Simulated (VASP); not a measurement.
# Li4Nb4O11 (a cell with a defect) in VASP: a series of runs, part 2 of 2

VASP 6.6.1.

## Step 3: Single point, PBE (atom 18 moved 0.875 of the way to it and +0.350 Å across, host rigid)

Contents of INCAR:

```
SYSTEM = Li4Nb4O11
  PREC = Accurate
  ENCUT = 520
  EDIFF = 1E-6
  ISMEAR = 0
  SIGMA = 0.05
  LREAL = Auto
  LASPH = .True.
  NELM = 60
  ALGO = Normal
  ISIF = 2
  LWAVE = .False.
  LCHARG = .False.
  GGA = PE
  NBANDS = 80
  NELECT = 128.0
```

Contents of KPOINTS:

```
regular mesh
0
Gamma
  4 4 4
  0 0 0
```

Contents of POSCAR:

```
Li4Nb4O11
1.0
    5.2231019317      0.0000000000      0.0000000000
    0.0000000000      3.0155593063     -4.5984613597
    0.0000000000      6.0311186126      4.5984613597
Li Nb O
4 4 11
Direct
    0.0000000000      0.5000000000      0.2500000000
    0.5000000000      0.0000000000      0.7500000000
    0.0000000000      0.5000000000      0.7500000000
    0.5000000000      0.0000000000      0.2500000000
    0.5000000000      0.5000000000      0.5000000000
    0.0000000000      0.0000000000      0.0000000000
    0.0000000000      0.0000000000      0.5000000000
    0.5000000000      0.5000000000      0.0000000000
    0.8803293659      0.0000000000      0.2500000000
    0.3803293659      0.5000000000      0.7500000000
    0.8098353170      0.6901646830      0.9401646830
    0.8098353170      0.3098353170      0.5598353170
    0.3098353170      0.8098353170      0.0598353170
    0.1196706341      0.0000000000      0.7500000000
    0.6196706341      0.5000000000      0.2500000000
    0.6901646830      0.8098353170      0.5598353170
    0.1901646830      0.3098353170      0.0598353170
    0.3602193023      1.1135556056      0.4401646830
    0.6901646830      0.1901646830      0.9401646830
```

Potentials or basis: VASP PAW PBE potentials, release 64 (Li_sv, Nb_sv, O).

The run is started by

```
$ cat potpaw_PBE.64/Li_sv/POTCAR potpaw_PBE.64/Nb_sv/POTCAR potpaw_PBE.64/O/POTCAR > POTCAR
$ mpirun -np 1 vasp_std > vasp.out
```

OUTCAR:

```text
SYSTEM = Li4Nb4O11
   PREC = Accurate
   ENCUT = 520
   EDIFF = 1E-6
   ISMEAR = 0
   LREAL = Auto
   LASPH = .True.
   NELM = 60
   ISIF = 2
   GGA = PE
   NELECT = 128.0

 ion  position               nearest neighbor table
   1  0.000  0.500  0.250-  15 1.99  17 1.99
   2  0.500  0.000  0.750-  14 1.99  16 1.99  19 1.99
   3  0.000  0.500  0.750-  10 1.99  11 1.99  12 1.99
   4  0.500  0.000  0.250-  18 1.70   9 1.99  13 1.99
   5  0.500  0.500  0.500-  12 2.00  16 2.00  15 2.00  10 2.00  18 2.26
   6  0.000  0.000  0.000-  13 2.00  19 2.00  17 2.00  11 2.00   9 2.00  14 2.00
   7  0.000  0.000  0.500-  16 2.00  12 2.00  14 2.00   9 2.00  18 2.04
   8  0.500  0.500  0.000-  11 2.00  17 2.00  13 2.00  19 2.00  10 2.00  15 2.00
   9  0.880  0.000  0.250-   4 1.99   6 2.00   7 2.00
  10  0.380  0.500  0.750-   3 1.99   5 2.00   8 2.00
  11  0.810  0.690  0.940-   3 1.99   8 2.00   6 2.00
  12  0.810  0.310  0.560-   3 1.99   5 2.00   7 2.00
  13  0.310  0.810  0.060-   4 1.99   6 2.00   8 2.00
  14  0.120  0.000  0.750-   2 1.99   6 2.00   7 2.00
  15  0.620  0.500  0.250-   1 1.99   5 2.00   8 2.00
  16  0.690  0.810  0.560-   2 1.99   7 2.00   5 2.00
  17  0.190  0.310  0.060-   1 1.99   8 2.00   6 2.00
  18  0.360  0.114  0.440-   4 1.70   7 2.04   5 2.26
  19  0.690  0.190  0.940-   2 1.99   6 2.00   8 2.00

  LATTYP: Found a simple monoclinic cell.
 ALAT       =     5.4990403532
 B/A-ratio  =     0.9498206225
 C/A-ratio  =     1.3791878824
 COS(beta)  =    -0.0709408676

  Lattice vectors:

 A1 = (   0.0000000000,   3.0155593063,  -4.5984613597)
 A2 = (  -5.2231019317,   0.0000000000,   0.0000000000)
 A3 = (   0.0000000000,   6.0311186126,   4.5984613597)

Analysis of symmetry for initial positions (statically):
=====================================================================
 Subroutine PRICEL returns:
 Original cell was already a primitive cell.

 Routine SETGRP: Setting up the symmetry group for a
 simple monoclinic supercell.

 Subroutine GETGRP returns: Found  1 space group operations
 (whereof  1 operations were pure point group operations)
 out of a pool of  4 trial point group operations.

The static configuration has the point symmetry C_1 .

Analysis of symmetry for dynamics (positions and initial velocities):
=====================================================================
 Subroutine PRICEL returns:
 Original cell was already a primitive cell.

 Routine SETGRP: Setting up the symmetry group for a
 simple monoclinic supercell.

 Subroutine GETGRP returns: Found  1 space group operations
 (whereof  1 operations were pure point group operations)
 out of a pool of  4 trial point group operations.

The dynamic configuration has the point symmetry C_1 .

 Subroutine INISYM returns: Found  1 space group operations
 (whereof  1 operations are pure point group operations),
 and found     1 'primitive' translations

----------------------------------------------------------------------------------------

                                     Primitive cell

  volume of cell :     217.2852

  direct lattice vectors                    reciprocal lattice vectors
     5.223101932  0.000000000  0.000000000     0.191457110  0.000000000  0.000000000
     0.000000000  3.015559306 -4.598461360     0.000000000  0.110537814 -0.144976029
[... 98 lines left out ...]
  0.000000 -0.250000  0.250000      2.000000
  0.250000 -0.250000  0.250000      2.000000
 [... further k-points ...]
   k-points           NKPTS =     36   k-points in BZ     NKDIM =     36   number of bands    NBANDS=     80
   number of dos      NEDOS =    301   number of ions     NIONS =     19
   total plane-waves  NPLWV =  94080
   dimension x,y,z NGX =    40 NGY =   42 NGZ =   56
   dimension x,y,z NGXF=    80 NGYF=   84 NGZF=  112
   ions per type =               4   4  11
   NGX,Y,Z   is equivalent  to a cutoff of  12.73, 12.70, 12.28 a.u.
   NGXF,Y,Z  is equivalent  to a cutoff of  25.46, 25.39, 24.55 a.u.
 SYSTEM =  Li4Nb4O11
[... 19 lines left out ...]
   PSTRESS=    0.0 pullay stress
   NELECT =     128.0000    total number of electrons
   NUPDOWN=      -1.0000    fix difference up-down
   EMIN   =  10.00;   EMAX   =-10.00  energy-range for DOS
   EFERMI =   0.00;   METHOD = LEGACY
   ISMEAR =     0;   SIGMA  =   0.05  broadening in eV -4-tet -1-fermi 0-gaus
   EFERMI_NEDOS =   21; number of points for ismear=-14 and -15
   IALGO  =     38    algorithm
   IMIX   =      4    mixing-type and parameters
     AMIX     =   0.40;   BMIX     =  1.00
     AMIX_MAG =   1.60;   BMIX_MAG =  1.00
  volume/ion in A,a.u.               =      11.44        77.17
  Fermi-wavevector in a.u.,A,eV,Ry     =   1.372360  2.593385 25.624837  1.883372
  Thomas-Fermi vector in A             =   2.497974
   LORBIT       =      0    0 simple, 1 ext, 2 COOP (PROOUT), +10 PAW based schemes
   GGA     = PE    functional components
   LHFCALC =     F    Hartree Fock is set to
   AEXX    =    0.0000 exact exchange contribution
   IVDW    =     0    specifies the selected vdW correction
   LEPSILON=     F    determine dielectric tensor
   LRPA    =     F    only Hartree local field effects (RPA)
 non-spin polarized calculation
 Gauss-broadening in eV      SIGMA  =   0.05
  energy-cutoff  :      520.00
  volume of cell :      217.29
 maximum number of plane-waves:      5888
 NGX is ok and might be reduce to    40
   NGX = 19   NGY = 21   NGZ = 29

 number of electron     127.9999974 magnetization

 Free energy of the ion-electron system (eV)
  ---------------------------------------------------
  ext. energy  EPLUGINS =         0.00000000
  ---------------------------------------------------
  free energy    TOTEN  =      -158.44446637 eV

  energy without entropy =     -158.44446637  energy(sigma->0) =     -158.44446637

 E-fermi :   4.1977     XC(G=0): -10.3291

 val. band max:        3.8863544852   @ k =   0.2500   0.0000   0.5000
 cond. band min:       4.4242485135   @ k =   0.0000   0.0000   0.5000
 fundamental gap:      0.5378940283
 Fermi energy:         4.1976716372

 k-point     1 :       0.0000    0.0000    0.0000
  band No.  band energies     occupation
      1     -52.2814      2.00000
      2     -51.8216      2.00000
      3     -50.7073      2.00000
      4     -50.6353      2.00000
      5     -40.3020      2.00000
      6     -39.1705      2.00000
[... 1885 lines left out ...]
     75       8.1257      0.00000
     76       8.2413      0.00000

 [... further k-points ...]

 [bands above 76 left out]

------------------------ aborting loop because EDIFF is reached ----------------------------------------

  FORCE on cell =-STRESS in cart. coord.  units (eV):
  Direction    XX          YY          ZZ          XY          YZ          ZX
  --------------------------------------------------------------------------------------
  -------------------------------------------------------------------------------------
  Total      -25.0149311    -23.5276373    -26.0104522     -1.0107002      1.8631898      2.4834445
  in kB     -184.4504509   -173.4837206   -191.7910395     -7.4525135     13.7384425     18.3119618
  external PRESSURE =    -183.2417370 kB  Pullay stress =       0.0000000 kB

 VOLUME and BASIS-vectors are now :
 -----------------------------------------------------------------------------
  energy-cutoff  :      520.00
  volume of cell :      217.29
      direct lattice vectors                 reciprocal lattice vectors
     5.223101932  0.000000000  0.000000000     0.191457110  0.000000000  0.000000000
     0.000000000  3.015559306 -4.598461360     0.000000000  0.110537814 -0.144976029
     0.000000000  6.031118613  4.598461360     0.000000000  0.110537814  0.072488014

 POSITION                                       TOTAL-FORCE (eV/Angst)
 -----------------------------------------------------------------------------------
      0.00000      3.01556     -1.14962        -0.576901     -1.287762     -0.430458
      2.61155      4.52334      3.44885        -0.020391      0.358324      0.105546
      0.00000      6.03112      1.14962        -0.228391      0.656990      0.574276
      2.61155      1.50778      1.14962         0.759335     -1.562745     -0.729815
      2.61155      4.52334      0.00000         4.135945     -0.532800      2.786478
      0.00000      0.00000      0.00000        -0.129734     -0.208855     -0.103158
[... 11 lines left out ...]
      1.88146      2.99712      1.50190        -2.784994      2.201941     -0.443387
      3.60480      6.24370      3.44885         0.063352      0.166047     -0.176487
 -----------------------------------------------------------------------------------
    total drift:                                0.002650      0.004582     -0.005795

  FREE ENERGIE OF THE ION-ELECTRON SYSTEM (eV)
  ---------------------------------------------------
  free  energy   TOTEN  =      -158.4444663674 eV

  energy  without entropy=     -158.4444663674  energy(sigma->0) =     -158.44446637
```

Wall time 9.2 min (1 thread of Intel Xeon 6975P-C (Granite Rapids), shared host); peak memory 0.52 GiB.

Results:

* Free energy: -158.4445 eV
* Largest force: 5.015 eV/Å

Forces on the atoms (eV/Å):
```
Li  -0.577 -1.288 -0.430
Li  -0.020  0.358  0.106
Li  -0.228  0.657  0.574
Li   0.759 -1.563 -0.730
Nb   4.136 -0.533  2.786
Nb  -0.130 -0.209 -0.103
Nb  -0.850  2.711 -3.035
Nb   0.174 -0.101 -0.051
O    0.755  1.350  1.751
O   -0.315 -2.296 -1.930
O   -0.163  0.072  0.051
O    0.361 -0.308 -0.405
O   -0.094 -0.057  0.330
O   -0.262 -1.860 -0.724
O   -0.990  2.027  1.225
O    0.126 -1.576  1.172
O    0.040  0.246  0.032
O   -2.785  2.202 -0.443
O    0.063  0.166 -0.176
```

Caveat: the cell carries a net charge on a neutralising background, which shifts energy and pressure; the cell differs from its parent crystal (atom 18 moved 0.875 of the way to it and +0.350 Å across, host rigid); the cell is charged against a uniform background, so pressure and absolute levels hang on convention; the cutoff is under 1.25 times the usual one of these potentials, so pressure, stress and relaxed cells hold a basis-set (Pulay) error.

## Step 4: Single point, PBE (atom 18 moved 0.875 of the way to it and +0.175 Å across, host rigid)

Contents of INCAR:

```
ALGO = Normal
EDIFF = 1E-7
ENCUT = 520
GGA = PE
ISIF = 2
ISMEAR = 0
LASPH = True
LCHARG = False
LREAL = Auto
LWAVE = False
NBANDS = 80
NELECT = 128.0
NELM = 100
PREC = Accurate
SIGMA = 0.05
```

Contents of KPOINTS:

```
k-points
0
Gamma
  4 4 4
```

POSCAR, as its differences from that of step 3:

```diff
@@ -25,3 +25,3 @@
     0.1901646830      0.3098353170      0.0598353170
-    0.3602193023      1.1135556056      0.4401646830
+    0.3275478951      1.1206101443      0.4401646830
     0.6901646830      0.1901646830      0.9401646830
```

The run is started by

```
$ cat potpaw_PBE.64/Li_sv/POTCAR potpaw_PBE.64/Nb_sv/POTCAR potpaw_PBE.64/O/POTCAR > POTCAR
$ mpirun -np 1 vasp_std > vasp.out
```

Wall time 20 min (1 thread of Intel Xeon Platinum 8375C at 2.90GHz (Ice Lake), shared host); peak memory 0.53 GiB.

Results (log left out):

```yaml
Free_energy: -158.7835 eV
Largest_force: 5.125 eV/Å
```

Forces on the atoms (eV/Å):
```
Li  -0.577 -1.296 -0.418
Li  -0.015  0.390  0.167
Li  -0.238  0.661  0.576
Li   0.507 -0.962 -0.562
Nb   4.495  0.000  2.461
Nb  -0.166 -0.193 -0.091
Nb  -1.610  2.653 -2.765
Nb   0.184 -0.160 -0.093
O    0.477  1.107  1.646
O   -0.314 -2.356 -1.919
O   -0.200  0.051  0.095
O   -0.295 -0.210 -0.609
O   -0.050 -0.031  0.361
O   -0.236 -1.695 -0.528
O   -1.040  2.039  1.347
O   -0.705 -1.787  1.468
O    0.069  0.274  0.019
O   -0.318  1.332 -0.952
O    0.034  0.182 -0.201
```

Levels at points of the mesh, in eV from the Fermi level:
| k point | band 61 | band 62 | band 63 | band 64 | band 65 | band 66 | band 67 | band 68 |
| --- | --- | --- | --- | --- | --- | --- | --- | --- |
| (0.00, 0.00, 0.00) | -0.92 | -0.44 | -0.43 | -0.34 | 0.27 | 1.03 | 1.47 | 1.70 |
| (0.50, 0.00, 0.00) | -1.00 | -0.89 | -0.40 | -0.33 | 0.93 | 1.47 | 1.60 | 2.00 |
| (0.00, 0.50, 0.00) | -1.07 | -0.95 | -0.41 | -0.40 | 1.17 | 1.57 | 1.70 | 2.09 |
| (0.50, 0.50, 0.00) | -1.00 | -0.93 | -0.87 | -0.86 | 0.56 | 1.34 | 1.44 | 1.63 |
| (0.00, 0.00, 0.50) | -0.95 | -0.42 | -0.37 | -0.28 | 0.25 | 1.03 | 2.00 | 2.31 |
| (0.50, 0.00, 0.50) | -0.80 | -0.70 | -0.40 | -0.32 | 0.92 | 1.43 | 1.91 | 2.33 |
| (0.00, 0.50, 0.50) | -0.81 | -0.78 | -0.41 | -0.38 | 1.14 | 1.54 | 2.00 | 2.27 |
| (0.50, 0.50, 0.50) | -0.99 | -0.96 | -0.91 | -0.83 | 0.55 | 1.35 | 1.96 | 2.24 |

Caveat: the cell carries a net charge on a neutralising background, which shifts energy and pressure; the cell differs from its parent crystal (atom 18 moved 0.875 of the way to it and +0.175 Å across, host rigid); the cell is charged against a uniform background, so pressure and absolute levels hang on convention; the cutoff is under 1.25 times the usual one of these potentials, so pressure, stress and relaxed cells hold a basis-set (Pulay) error.

## Step 5: Single point, PBE (atom 18 moved 1.125 of the way to it and +0.000 Å across, host rigid)

Contents of INCAR:

```
PREC = Accurate
ENCUT = 520
EDIFF = 1E-7
ISMEAR = 0
SIGMA = 0.05
LREAL = Auto
LASPH = T
NELM = 100
ALGO = Normal
ISIF = 2
LWAVE = F
LCHARG = F
GGA = PE
NELECT = 128.0
NBANDS = 80
```

Contents of KPOINTS:

```
regular mesh
0
Gamma
  4 4 4
```

POSCAR, as its differences from that of step 4:

```diff
@@ -25,3 +25,3 @@
     0.1901646830      0.3098353170      0.0598353170
-    0.3275478951      1.1206101443      0.4401646830
+    0.3247941463      1.2526646830      0.4401646830
     0.6901646830      0.1901646830      0.9401646830
```

The run is started by

```
$ cat potpaw_PBE.64/Li_sv/POTCAR potpaw_PBE.64/Nb_sv/POTCAR potpaw_PBE.64/O/POTCAR > POTCAR
$ mpirun -np 1 vasp_std > vasp.out
```

Run time: 19 min. Hardware: 1 thread of Intel Xeon Platinum 8259CL at 2.50GHz (Skylake/Cascade Lake), shared host; peak memory 0.52 GiB.

The run converged. Its results:

| Item | Value |
| --- | --- |
| Free energy | -158.1381 eV |
| Largest force | 9.167 eV/Å |

Forces in eV/Å, atoms in the order of the input:
```
Li  -0.468 -1.208 -0.258
Li   0.213  0.574  0.353
Li  -0.107  0.594  0.576
Li   0.316 -0.446 -0.678
Nb   6.157  3.291 -0.520
Nb  -0.320 -0.137 -0.169
Nb  -4.422  3.271 -1.942
Nb   0.207 -0.271  0.031
O    1.074  1.727  1.966
O   -0.219 -0.853 -1.274
O    0.142  0.237 -0.240
O    1.030 -0.976  0.664
O   -0.196  0.420  0.208
O    0.243 -2.723 -1.484
O   -0.232  1.276  0.014
O    2.064  0.707 -2.195
O   -0.109  0.010  0.233
O   -5.643 -5.522  4.659
O    0.270  0.026  0.058
```

Levels at points of the mesh, in eV from the Fermi level:
| k point | band 60 | band 61 | band 62 | band 63 | band 64 | band 65 | band 66 | band 67 | band 68 | band 69 |
| --- | --- | --- | --- | --- | --- | --- | --- | --- | --- | --- |
| (0.00, 0.00, 0.00) | -0.92 | -0.88 | -0.45 | -0.39 | -0.30 | 0.39 | 0.98 | 1.54 | 1.68 | 2.21 |
| (0.50, 0.00, 0.00) | -1.23 | -1.01 | -0.63 | -0.40 | -0.30 | 0.84 | 1.50 | 1.85 | 2.16 | 2.57 |
| (0.00, 0.50, 0.00) | -1.23 | -1.06 | -0.69 | -0.42 | -0.36 | 1.16 | 1.36 | 1.67 | 2.20 | 2.57 |
| (0.50, 0.50, 0.00) | -1.09 | -1.00 | -0.87 | -0.83 | -0.82 | 0.75 | 0.99 | 1.52 | 1.62 | 2.32 |
| (0.00, 0.00, 0.50) | -0.96 | -0.93 | -0.43 | -0.35 | -0.25 | 0.33 | 0.98 | 2.04 | 2.22 | 2.47 |
| (0.50, 0.00, 0.50) | -0.85 | -0.80 | -0.58 | -0.39 | -0.30 | 0.74 | 1.77 | 1.96 | 2.43 | 2.93 |
| (0.00, 0.50, 0.50) | -0.92 | -0.83 | -0.62 | -0.40 | -0.37 | 0.98 | 1.46 | 2.00 | 2.45 | 2.89 |
| (0.50, 0.50, 0.50) | -1.07 | -0.98 | -0.93 | -0.90 | -0.78 | 0.72 | 0.99 | 2.08 | 2.18 | 2.72 |

Caveat: the cell carries a net charge on a neutralising background, which shifts energy and pressure; the cell differs from its parent crystal (atom 18 moved 1.125 of the way to it and +0.000 Å across, host rigid); the cell is charged against a uniform background, so pressure and absolute levels hang on convention; the cutoff is under 1.25 times the usual one of these potentials, so pressure, stress and relaxed cells hold a basis-set (Pulay) error.

## Step 6: Single point, PBE (atom 18 moved 0.500 of the way to it and +0.525 Å across, host rigid)

Contents of INCAR:

```
SYSTEM = Li4Nb4O11
ALGO = Normal
EDIFF = 1E-6
ENCUT = 520
GGA = PE
ISIF = 2
ISMEAR = 0
LASPH = .TRUE.
LCHARG = .TRUE.
LELF = .TRUE.
LREAL = Auto
LVHAR = .TRUE.
LWAVE = .FALSE.
NBANDS = 80
NELECT = 128.0
NELM = 80
PREC = Accurate
SIGMA = 0.05
```

Contents of KPOINTS:

```
k-points
0
G
  4 4 4
  0 0 0
```

POSCAR, as its differences from that of step 5:

```diff
@@ -25,3 +25,3 @@
     0.1901646830      0.3098353170      0.0598353170
-    0.3247941463      1.2526646830      0.4401646830
+    0.3480142218      0.9190010669      0.4401646830
     0.6901646830      0.1901646830      0.9401646830
```

Potentials or basis: VASP PAW PBE potentials, release 64 (Li_sv, Nb_sv, O).

The run is started by

```
$ cat potpaw_PBE.64/Li_sv/POTCAR potpaw_PBE.64/Nb_sv/POTCAR potpaw_PBE.64/O/POTCAR > POTCAR
$ mpirun -np 1 vasp_std > vasp.out
```

Wall time 12 min (1 thread of Intel Xeon 6975P-C (Granite Rapids), shared host); peak memory 0.53 GiB.

Results (log left out):

```
Free energy   : -157.6593 eV
Largest force : 6.197 eV/Å
```

Forces in eV/Å, atoms in the order of the input:
```
Li  -0.563 -1.063 -0.724
Li  -0.104  0.321  0.331
Li  -0.286  0.723  0.510
Li   0.626 -1.349 -0.869
Nb   5.219  2.883 -1.690
Nb  -0.036 -0.530 -0.077
Nb  -0.798  0.260  0.797
Nb   0.308  0.090 -0.178
O    0.453  1.355  1.132
O   -0.362 -2.975 -1.865
O   -0.294  0.012  0.151
O   -0.727 -0.080 -1.331
O    0.003 -0.346  0.280
O   -0.469 -0.776 -0.703
O   -1.086  1.823  2.095
O    2.086 -1.316  2.380
O    0.126  0.522  0.115
O   -3.970  0.195 -0.052
O   -0.127  0.253 -0.302
```

Levels at points of the mesh, in eV from the Fermi level:
```csv
k point,band 60,band 61,band 62,band 63,band 64,band 65,band 66,band 67,band 68,band 69
"(0.00, 0.00, 0.00)",-0.96,-0.59,-0.41,-0.38,-0.30,0.79,1.20,1.42,1.62,2.24
"(0.50, 0.00, 0.00)",-1.06,-0.85,-0.71,-0.39,-0.30,0.34,1.45,1.67,1.98,2.60
"(0.00, 0.50, 0.00)",-1.07,-1.00,-0.78,-0.40,-0.36,0.90,1.46,1.79,2.27,2.55
"(0.50, 0.50, 0.00)",-1.03,-0.94,-0.84,-0.81,-0.58,0.40,1.39,1.43,1.68,2.25
"(0.00, 0.00, 0.50)",-0.92,-0.62,-0.42,-0.35,-0.25,0.75,1.21,1.89,2.15,2.46
"(0.50, 0.00, 0.50)",-0.75,-0.65,-0.43,-0.38,-0.30,0.30,1.73,1.92,2.10,2.87
"(0.00, 0.50, 0.50)",-0.87,-0.77,-0.54,-0.39,-0.36,0.92,1.84,1.84,2.33,2.81
"(0.50, 0.50, 0.50)",-0.99,-0.96,-0.90,-0.76,-0.43,0.34,1.52,1.92,2.14,2.79
```

Caveat: the cell carries a net charge on a neutralising background, which shifts energy and pressure; the cell differs from its parent crystal (atom 18 moved 0.500 of the way to it and +0.525 Å across, host rigid); the cell is charged against a uniform background, so pressure and absolute levels hang on convention; the cutoff is under 1.25 times the usual one of these potentials, so pressure, stress and relaxed cells hold a basis-set (Pulay) error.
